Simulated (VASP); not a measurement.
Wanted: the native input for a VASP 6.6.1 run.

| Quantity | Value |
| --- | --- |
| Task | relaxation of cell and atoms |
| Functional | rSCAN |
| Potentials or basis | VASP PAW PBE potentials, release 64 (Rh_sv_GW) |
| Cutoff | 580 eV |
| k mesh | 15 × 15 × 15 |
| Occupations | methfessel-paxton, width 0.1 eV |
| Spin | no spin polarisation |
| Tolerance level | screening |
| Purpose | choice of potentials |
| Passes | 2 |
| Further INCAR settings | ALGO = Normal; EDIFF = 1e-07 |

Crystal: Rh.

```
Rh
1.0
     0.00000    1.89785    1.89785
     1.89785    0.00000    1.89785
     1.89785    1.89785    0.00000
Rh
1
Direct
  0.00000 0.00000 0.00000
```

These files were run (other wordings do the same):

POSCAR

```
Rh
1.0
    0.0000000000      1.8978500000      1.8978500000
    1.8978500000      0.0000000000      1.8978500000
    1.8978500000      1.8978500000      0.0000000000
Rh
1
Direct
    0.0000000000      0.0000000000      0.0000000000
```

INCAR.step1

```
SYSTEM = Rh
METAGGA = RSCAN
ISMEAR = 1
SIGMA = 0.1
LWAVE = .False.
LCHARG = .False.
NSW = 60
PREC = Accurate
LASPH = .True.
LREAL = .False.
ALGO = Normal
EDIFF = 1E-7
NELM = 120
GGA_COMPAT = .False.
IBRION = 2
ISIF = 3
EDIFFG = -0.005
NELMIN = 4
ENCUT = 580
LMIXTAU = .True.
```

INCAR.step3

```
SYSTEM = Rh
METAGGA = RSCAN
ISMEAR = 1
SIGMA = 0.1
LWAVE = .False.
LCHARG = .False.
PREC = Accurate
LASPH = .True.
LREAL = .False.
ALGO = Normal
EDIFF = 1E-7
NELM = 120
GGA_COMPAT = .False.
ISIF = 2
ENCUT = 580
LMIXTAU = .True.
```

KPOINTS

```
k-points
0
Gamma
  15 15 15
```

Potentials or basis: VASP PAW PBE potentials, release 64 (Rh_sv_GW).

Run with:

```console
$ cat potpaw_PBE.64/Rh_sv_GW/POTCAR > POTCAR
$ cp INCAR.step1 INCAR
$ cp POSCAR.step1 POSCAR
$ mpirun -np 1 vasp_std > vasp.out
$ cp CONTCAR POSCAR
$ mpirun -np 1 vasp_std > vasp.out
$ cp CONTCAR POSCAR
$ cp INCAR.step3 INCAR
$ mpirun -np 1 vasp_std > vasp.out
```

Results of the run:

```yaml
Relaxed_volume: 13.62 Å³/atom
Relaxed_cell: a = 2.680 Å, b = 2.680 Å, c = 2.680 Å, α = 60.00°, β = 60.00°, γ = 60.00°
Space_group_after_relaxing_to_0.1_Å: Fm-3m (No. 225)
Ionic_steps: 4
Pressure_after_relaxing: 0.0 GPa
Band_gap_on_the_k_mesh: zero (an odd number of electrons rules out a gap without spin polarisation)
```

Caveat: the PAW data sets were made with another functional, which shifts forces and pressure a little.

Wall time 3.5 min on 1 thread of Intel(R) Xeon(R) 6975P-C (Granite Rapids), on a shared host, peak memory 0.18 GiB.
